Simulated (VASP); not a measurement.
# SiP5 in VASP: notebook

SiP5 is run at these levels: PBE; tasks: single point.

Program: VASP 6.6.1. These are calculated values, not measurements. Logs are shortened: lines on timing, memory, paths and dates and some standing lists are left out, and cuts for length are marked.

## 1. The cell of the first run

Symmetry: P-62m, No. 189, hexagonal system. Conventional cell: a = 4.738 Å, b = 4.738 Å, c = 4.752 Å, α = 90.00°, β = 90.00°, γ = 120.00°. Within 3.6 Å of Si (site symmetry -62m) lie 18 P at 2.74 to 3.37 Å. P (site symmetry m2m) has 8 P at 2.37 to 2.74 Å within 3.1 Å. P (site symmetry -6) has 3 Si at 2.74 Å and 9 P at 2.74 Å within 3.6 Å.

## 2. Single point, PBE

INCAR reads:

```
  PREC = Accurate
  ENCUT = 500
  EDIFF = 1E-6
  ISMEAR = 0
  SIGMA = 0.2
  LREAL = F
  LASPH = T
  NELM = 120
  ALGO = Normal
  ISIF = 2
  LWAVE = F
  LCHARG = F
  GGA = PE
  NBANDS = 24
  GGA_COMPAT = F
```

KPOINTS reads:

```
regular mesh
0
Gamma
  3 3 3
```

POSCAR reads:

```
SiP5
1.0
    4.7377546943      0.0000000023      0.0000000000
   -2.3688773491      4.1030159211      0.0000000000
    0.0000000000      0.0000000000      4.7520811992
Si P
1 5
Direct
    0.0000000000      0.0000000000      0.5000000000
    0.5053547591      0.0000000000      0.0000000000
    0.6666666667      0.3333333333      0.5000000000
    0.4946452409      0.4946452409      0.0000000000
    0.3333333333      0.6666666667      0.5000000000
    0.0000000000      0.5053547591      0.0000000000
```

Potentials or basis: VASP PAW PBE potentials, release 64 (Si, P).

Launch:

```console
$ cat potpaw_PBE.64/Si/POTCAR potpaw_PBE.64/P/POTCAR > POTCAR
$ mpirun -np 1 vasp_std > vasp.out
```

OUTCAR:

```text
PREC = Accurate
   ENCUT = 500
   EDIFF = 1E-6
   ISMEAR = 0
   LREAL = F
   LASPH = T
   NELM = 120
   ISIF = 2
   GGA = PE

 ion  position               nearest neighbor table
   1  0.000  0.000  0.500-   3 2.74   5 2.74   3 2.74   5 2.74   3 2.74   5 2.74
   2  0.505  0.000  0.000-   4 2.37   4 2.37   6 2.37   6 2.37   3 2.74   3 2.74   5 2.74   5 2.74

   3  0.667  0.333  0.500-   1 2.74   5 2.74   5 2.74   1 2.74   1 2.74   5 2.74   6 2.74   6 2.74
                             2 2.74   2 2.74   4 2.74   4 2.74
   4  0.495  0.495  0.000-   6 2.37   6 2.37   2 2.37   2 2.37   3 2.74   3 2.74   5 2.74   5 2.74

   5  0.333  0.667  0.500-   1 2.74   3 2.74   3 2.74   1 2.74   1 2.74   3 2.74   6 2.74   6 2.74
                             2 2.74   2 2.74   4 2.74   4 2.74
   6  0.000  0.505  0.000-   4 2.37   4 2.37   2 2.37   2 2.37   5 2.74   5 2.74   3 2.74   3 2.74

  LATTYP: Found a hexagonal cell.
 ALAT       =     4.7377546943
 C/A-ratio  =     1.0030239018

  Lattice vectors:

 A1 = (   4.7377546943,   0.0000000023,   0.0000000000)
 A2 = (  -2.3688773491,   4.1030159211,   0.0000000000)
 A3 = (   0.0000000000,   0.0000000000,   4.7520811992)

Analysis of symmetry for initial positions (statically):
=====================================================================
 Subroutine PRICEL returns:
 Original cell was already a primitive cell.

 Routine SETGRP: Setting up the symmetry group for a
 hexagonal supercell.

 Subroutine GETGRP returns: Found 12 space group operations
 (whereof 12 operations were pure point group operations)
 out of a pool of 24 trial point group operations.

The static configuration has the point symmetry D_3h.

Analysis of symmetry for dynamics (positions and initial velocities):
=====================================================================
 Subroutine PRICEL returns:
 Original cell was already a primitive cell.

 Routine SETGRP: Setting up the symmetry group for a
 hexagonal supercell.

 Subroutine GETGRP returns: Found 12 space group operations
 (whereof 12 operations were pure point group operations)
 out of a pool of 24 trial point group operations.

The dynamic configuration has the point symmetry D_3h.

 Subroutine INISYM returns: Found 12 space group operations
 (whereof 12 operations are pure point group operations),
 and found     1 'primitive' translations

----------------------------------------------------------------------------------------

                                     Primitive cell

  volume of cell :      92.3761

  direct lattice vectors                    reciprocal lattice vectors
     4.737754694  0.000000002  0.000000000     0.211070447  0.121861579  0.000000000
    -2.368877349  4.103015921  0.000000000    -0.000000000  0.243723159  0.000000000
     0.000000000  0.000000000  4.752081199     0.000000000  0.000000000  0.210434115

  length of vectors
     4.737754694  4.737754694  4.752081199     0.243723159  0.243723159  0.210434115

  position of ions in fractional coordinates (direct lattice)
     0.000000000  0.000000000  0.500000000
     0.505354759  0.000000000  0.000000000
     0.666666667  0.333333333  0.500000000
     0.494645241  0.494645241  0.000000000
     0.333333333  0.666666667  0.500000000
     1.000000000  0.505354759  0.000000000

  ion indices of the primitive-cell ions
   primitive index   ion index
                 1           1
                 2           2
                 3           3
                 4           4
                 5           5
                 6           6

----------------------------------------------------------------------------------------

 KPOINTS: regular mesh

Automatic generation of k-mesh.
 Grid dimensions read from file:
 generate k-points for:    3    3    3

 Generating k-lattice:

  Cartesian coordinates                     Fractional coordinates (reciprocal lattice)
     0.070356816  0.040620526  0.000000000     0.333333333 -0.000000000  0.000000000
    -0.000000000  0.081241053  0.000000000     0.000000000  0.333333333  0.000000000
     0.000000000  0.000000000  0.070144705     0.000000000  0.000000000  0.333333333

  Length of vectors
     0.081241053  0.081241053  0.070144705

  Shift w.r.t. Gamma in fractional coordinates (k-lattice)
     0.000000000  0.000000000  0.000000000

 Subroutine IBZKPT returns following result:
 ===========================================

 Found      6 irreducible k-points:

 Following reciprocal coordinates:
            Coordinates               Weight
  0.000000  0.000000  0.000000      1.000000
  0.333333  0.000000  0.000000      6.000000
  0.333333  0.333333  0.000000      2.000000
  0.000000  0.000000  0.333333      2.000000
  0.333333  0.000000  0.333333     12.000000
  0.333333  0.333333  0.333333      4.000000
   k-points           NKPTS =      6   k-points in BZ     NKDIM =      6   number of bands    NBANDS=     24
   number of dos      NEDOS =    301   number of ions     NIONS =      6
   total plane-waves  NPLWV =  46656
   dimension x,y,z NGX =    36 NGY =   36 NGZ =   36
   dimension x,y,z NGXF=    72 NGYF=   72 NGZF=   72
   ions per type =               1   5
   NGX,Y,Z   is equivalent  to a cutoff of  12.63, 12.63, 12.59 a.u.
   NGXF,Y,Z  is equivalent  to a cutoff of  25.26, 25.26, 25.19 a.u.
 SYSTEM =  unknown system
   PREC   = accura    normal or accurate (medium, high low for compatibility)
   ISTART =      0    job   : 0-new  1-cont  2-samecut
   ICHARG =      2    charge: 1-file 2-atom 10-const
   ISPIN  =      1    spin polarized calculation?
   LNONCOLLINEAR =      F non collinear calculations
   LSORBIT =      F    spin-orbit coupling
   LASPH  =      T    aspherical Exc in radial PAW
   ENCUT  =  500.0 eV  36.75 Ry    6.06 a.u.   8.64  8.64  8.66*2*pi/ulx,y,z
   NELM   =    120;   NELMIN=  2; NELMDL= -5     # of ELM steps
   EDIFF  = 0.1E-05   stopping-criterion for ELM
   LREAL  =      F    real-space projection
   EDIFFG = 0.1E-04   stopping-criterion for IOM
   NSW    =      0    number of steps for IOM
   IBRION =     -1    ionic relax: 0-MD 1-quasi-New 2-CG
   NFREE  =      0    steps in history (QN), initial steepest desc. (CG)
   ISIF   =      2    stress and relaxation
   ISYM   =      2    0-nonsym 1-usesym 2-fastsym
   POTIM  = 0.5000    time-step for ionic-motion
   TEBEG  =    0.0;   TEEND  =   0.0 temperature during run
   PSTRESS=    0.0 pullay stress
   NELECT =      29.0000    total number of electrons
   NUPDOWN=      -1.0000    fix difference up-down
   EMIN   =  10.00;   EMAX   =-10.00  energy-range for DOS
   EFERMI =   0.00;   METHOD = LEGACY
   ISMEAR =     0;   SIGMA  =   0.20  broadening in eV -4-tet -1-fermi 0-gaus
   EFERMI_NEDOS =   21; number of points for ismear=-14 and -15
   IALGO  =     38    algorithm
   IMIX   =      4    mixing-type and parameters
     AMIX     =   0.40;   BMIX     =  1.00
     AMIX_MAG =   1.60;   BMIX_MAG =  1.00
  volume/ion in A,a.u.               =      15.40       103.90
  Fermi-wavevector in a.u.,A,eV,Ry     =   1.112639  2.102583 16.843545  1.237966
  Thomas-Fermi vector in A             =   2.249215
   LORBIT       =      0    0 simple, 1 ext, 2 COOP (PROOUT), +10 PAW based schemes
   GGA     = PE    functional components
   LHFCALC =     F    Hartree Fock is set to
   AEXX    =    0.0000 exact exchange contribution
   IVDW    =     0    specifies the selected vdW correction
   LEPSILON=     F    determine dielectric tensor
   LRPA    =     F    only Hartree local field effects (RPA)
 non-spin polarized calculation
 Gauss-broadening in eV      SIGMA  =   0.20
  energy-cutoff  :      500.00
  volume of cell :       92.38
 maximum number of plane-waves:      2399
 NGX is ok and might be reduce to    36
   NGX = 17   NGY = 17   NGZ = 17

 number of electron      29.0000001 magnetization

 Free energy of the ion-electron system (eV)
  ---------------------------------------------------
  ext. energy  EPLUGINS =         0.00000000
  ---------------------------------------------------
  free energy    TOTEN  =       -28.34206402 eV

  energy without entropy =      -28.32228579  energy(sigma->0) =      -28.33217491

 E-fermi :   9.4539     XC(G=0): -11.0546

 val. band max:        9.4219660878   @ k =   0.3333   0.3333   0.3333
 cond. band min:       9.6946654312   @ k =   0.0000   0.0000   0.3333
 fundamental gap:      0.2726993434
 Fermi energy:         9.4539427558

 k-point     1 :       0.0000    0.0000    0.0000
  band No.  band energies     occupation
      1      -7.3592      2.00000
      2      -2.3116      2.00000
      3      -1.1494      2.00000
      4       0.3989      2.00000
      5       0.3989      2.00000
      6       0.8154      2.00000
[... 16 lines left out ...]
     23      15.5629      0.00000
     24      15.5694      0.00000

 k-point     2 :       0.3333    0.0000    0.0000
  band No.  band energies     occupation
      1      -6.5973      2.00000
      2      -3.8691      2.00000
      3      -1.5368      2.00000
      4      -0.3623      2.00000
      5       0.8252      2.00000
      6       1.0419      2.00000
[... 16 lines left out ...]
     23      14.5139      0.00000
     24      15.0374      0.00000

 k-point     3 :       0.3333    0.3333    0.0000
  band No.  band energies     occupation
      1      -5.3808      2.00000
      2      -5.3808      2.00000
      3      -1.8285      2.00000
      4      -0.3005      2.00000
      5      -0.3005      2.00000
      6       2.2706      2.00000
[... 16 lines left out ...]
     23      13.8965      0.00000
     24      13.8965      0.00000

 k-point     4 :       0.0000    0.0000    0.3333
  band No.  band energies     occupation
      1      -6.8150      2.00000
      2      -4.3072      2.00000
      3      -0.5494      2.00000
      4       0.7887      2.00000
      5       0.7887      2.00000
      6       1.4818      2.00000
[... 16 lines left out ...]
     23      15.8099      0.00000
     24      16.0065      0.00000

 k-point     5 :       0.3333    0.0000    0.3333
  band No.  band energies     occupation
      1      -6.0644      2.00000
      2      -3.5245      2.00000
      3      -3.3272      2.00000
      4      -0.8803      2.00000
      5       0.0591      2.00000
      6       1.4226      2.00000
[... 16 lines left out ...]
     23      13.7183      0.00000
     24      14.5585      0.00000

 k-point     6 :       0.3333    0.3333    0.3333
  band No.  band energies     occupation
      1      -4.8611      2.00000
      2      -4.8611      2.00000
      3      -2.2717      2.00000
      4      -2.2717      2.00000
      5      -1.2331      2.00000
      6       0.6934      2.00000
[... 16 lines left out ...]
     23      13.9738      0.00000
     24      13.9738      0.00000

------------------------ aborting loop because EDIFF is reached ----------------------------------------

  FORCE on cell =-STRESS in cart. coord.  units (eV):
  Direction    XX          YY          ZZ          XY          YZ          ZX
  --------------------------------------------------------------------------------------
  -------------------------------------------------------------------------------------
  Total       -0.4834924     -0.4834924      0.0905369     -0.0000000      0.0000000      0.0000000
  in kB       -8.3857242     -8.3857242      1.5702774     -0.0000000      0.0000000      0.0000000
  external PRESSURE =      -5.0670570 kB  Pullay stress =       0.0000000 kB

 VOLUME and BASIS-vectors are now :
 -----------------------------------------------------------------------------
  energy-cutoff  :      500.00
  volume of cell :       92.38
      direct lattice vectors                 reciprocal lattice vectors
     4.737754694  0.000000002  0.000000000     0.211070447  0.121861579  0.000000000
    -2.368877349  4.103015921  0.000000000    -0.000000000  0.243723159  0.000000000
     0.000000000  0.000000000  4.752081199     0.000000000  0.000000000  0.210434115

 POSITION                                       TOTAL-FORCE (eV/Angst)
 -----------------------------------------------------------------------------------
      0.00000      0.00000      2.37604         0.000000     -0.000000      0.000000
      2.39425      0.00000      0.00000        -0.001291     -0.000000      0.000000
      2.36888      1.36767      2.37604         0.000000     -0.000000      0.000000
      1.17175      2.02954      0.00000         0.000645      0.001118     -0.000000
     -0.00000      2.73534      2.37604         0.000000     -0.000000      0.000000
     -1.19712      2.07348      0.00000         0.000645     -0.001118      0.000000
 -----------------------------------------------------------------------------------
    total drift:                                0.000000      0.000000     -0.000000

  FREE ENERGIE OF THE ION-ELECTRON SYSTEM (eV)
  ---------------------------------------------------
  free  energy   TOTEN  =       -28.3420640199 eV

  energy  without entropy=      -28.3222857922  energy(sigma->0) =      -28.33217491
```

Run time: 18 s. Hardware: 1 thread of Intel Xeon 8259CL, shared host; peak memory 0.19 GiB.

What came out:

| Item | Value |
| --- | --- |
| Free energy | -28.3421 eV |
| Pressure | -0.5 GPa |

Caveat: the k points lie up to 0.51 Å⁻¹ apart.

## 3. Single point, PBE

This run uses another cell than the first one, of 14.57 Å³/atom, 0.946 times its volume.

INCAR reads:

```
ALGO     = Normal         # electronic algorithm
EDIFF    = 1E-6           # SCF threshold, eV
ENCUT    = 500            # plane-wave cutoff, eV
GGA      = PE             # functional
GGA_COMPAT= False        
ISIF     = 2              # what is computed and relaxed
ISMEAR   = 0              # smearing method
LASPH    = True           # aspherical terms in the spheres
LCHARG   = False          # write CHGCAR
LREAL    = False          # projectors in reciprocal space
LWAVE    = False          # write WAVECAR
NBANDS   = 24             # bands
NELM     = 120            # most SCF steps
PREC     = Accurate       # precision mode
SIGMA    = 0.2            # smearing width, eV
```

KPOINTS reads:

```
k-points
0
Gamma
  4 4 3
```

POSCAR reads:

```
SiP5
1.0
    4.2570843792     -0.0000000026      0.0000000000
   -2.1285421873      3.6867432197      0.0000000000
    0.0000000000      0.0000000000      5.5683347619
Si P
1 5
Direct
    0.0000000000      0.0000000000      0.5000000000
    0.3333333333      0.6666666667      0.2633369137
    0.3333333333      0.6666666667      0.7366630863
    0.6666666667      0.3333333333      0.7366630863
    0.6666666667      0.3333333333      0.2633369137
    0.0000000000      0.0000000000      0.0000000000
```

Potentials or basis: VASP PAW PBE potentials, release 64 (Si, P).

Launch:

```console
$ cat potpaw_PBE.64/Si/POTCAR potpaw_PBE.64/P/POTCAR > POTCAR
$ mpirun -np 1 vasp_std > vasp.out
```

Wall time 26 s (1 thread of Intel Xeon 8259CL, shared host); peak memory 0.19 GiB.

Results (log left out):

```
Free energy   : -28.4522 eV
Pressure      : -0.4 GPa
Largest force : 0.055 eV/Å
```

Forces in eV/Å, atoms in the order of the input:
```
Si   0.000  0.000  0.000
P    0.000  0.000 -0.055
P    0.000  0.000  0.055
P    0.000  0.000  0.055
P    0.000  0.000 -0.055
P    0.000  0.000  0.000
```

Stress tensor (GPa, compression positive):
```
-0.46  0.00  0.00
 0.00 -0.46  0.00
 0.00  0.00 -0.18
```

Levels at points of the mesh, in eV from the Fermi level:
```tsv
k point	band 12	band 13	band 14	band 15	band 16	band 17	band 18	band 19
(0.00, 0.00, 0.00)	-3.32	-1.74	-1.62	-1.40	-0.29	-0.29	-0.11	-0.11
(0.50, 0.00, 0.00)	-1.52	0.71	1.13	2.19	2.24	2.48	2.66	3.05
```

Caveat: the k points lie up to 0.43 Å⁻¹ apart.

## 4. Single point, PBE

This run uses another cell than the first one, of 14.61 Å³/atom, 0.949 times its volume.

INCAR reads:

```
SYSTEM = SiP5
PREC = Accurate
ENCUT = 500
EDIFF = 1E-6
ISMEAR = 0
SIGMA = 0.2
LREAL = .False.
LASPH = .True.
NELM = 120
ALGO = Normal
ISIF = 2
LWAVE = .False.
LCHARG = .False.
GGA = PE
NBANDS = 24
GGA_COMPAT = .False.
```

KPOINTS reads:

```
Automatic mesh
0
Gamma
  4 4 2
  0 0 0
```

POSCAR reads:

```
SiP5
1.0
    4.4539468213      0.0000000030      0.0000000000
   -2.2269734133      3.8572310928      0.0000000000
    0.0000000000      0.0000000000      5.1015377494
Si P
1 5
Direct
    0.0000000000      0.0000000000      0.5000000000
    0.3333333333      0.6666666667      0.5000000000
    0.6666666667      0.3333333333      0.5000000000
    0.3333333333      0.6666666667      0.0000000000
    0.6666666667      0.3333333333      0.0000000000
    0.0000000000      0.0000000000      0.0000000000
```

Launch:

```console
$ cat potpaw_PBE.64/Si/POTCAR potpaw_PBE.64/P/POTCAR > POTCAR
$ mpirun -np 1 vasp_std > vasp.out
```

Run time: 25 s. Hardware: 1 thread of Intel Xeon 8259CL, shared host; peak memory 0.19 GiB.

The run converged. Its results:

* Free energy: -29.7219 eV
* Pressure: -0.2 GPa

Stress tensor (GPa, compression positive):
```
 0.03  0.00  0.00
 0.00  0.03  0.00
 0.00  0.00 -0.74
```

Levels at points of the mesh, in eV from the Fermi level:
```tsv
k point	band 11	band 12	band 13	band 14	band 15	band 16	band 17	band 18	band 19	band 20
(0.00, 0.00, 0.00)	-3.25	-3.25	-2.95	-2.59	-2.59	-2.41	-2.34	3.80	3.87	3.87
(0.50, 0.00, 0.00)	-3.59	-0.86	-0.84	0.68	1.07	1.45	2.45	2.90	3.17	3.49
(0.00, 0.00, 0.50)	-4.85	-4.85	-3.91	-3.91	-3.48	-3.36	2.27	2.31	3.23	3.94
(0.50, 0.00, 0.50)	-1.83	-1.37	0.55	0.62	0.96	1.32	1.58	1.60	1.74	1.99
```

Caveat: the k points lie up to 0.62 Å⁻¹ apart.

## 5. Summary

| cell | k mesh | gap on the mesh (eV) | pressure (GPa) |
| --- | --- | --- | --- |
| a = 4.738, b = 4.738, c = 4.752 Å, angles 90.0, 90.0, 120.0°, 6 atoms | 3 × 3 × 3 | none | -0.5 |
| a = 4.257, b = 4.257, c = 5.568 Å, angles 90.0, 90.0, 120.0°, 6 atoms | 4 × 4 × 3 | none | -0.4 |
| a = 4.454, b = 4.454, c = 5.102 Å, angles 90.0, 90.0, 120.0°, 6 atoms | 4 × 4 × 2 | none | -0.2 |

Alike in all rows: task single point; level PBE; potentials or basis VASP PAW PBE potentials, release 64 (Si, P); no spin polarisation; cutoff (eV) 500; smearing gaussian 0.2 eV.

Caveats: all runs use coarse meshes.

Total energies depend on the potentials used, so only differences within one code and one set of settings carry meaning.
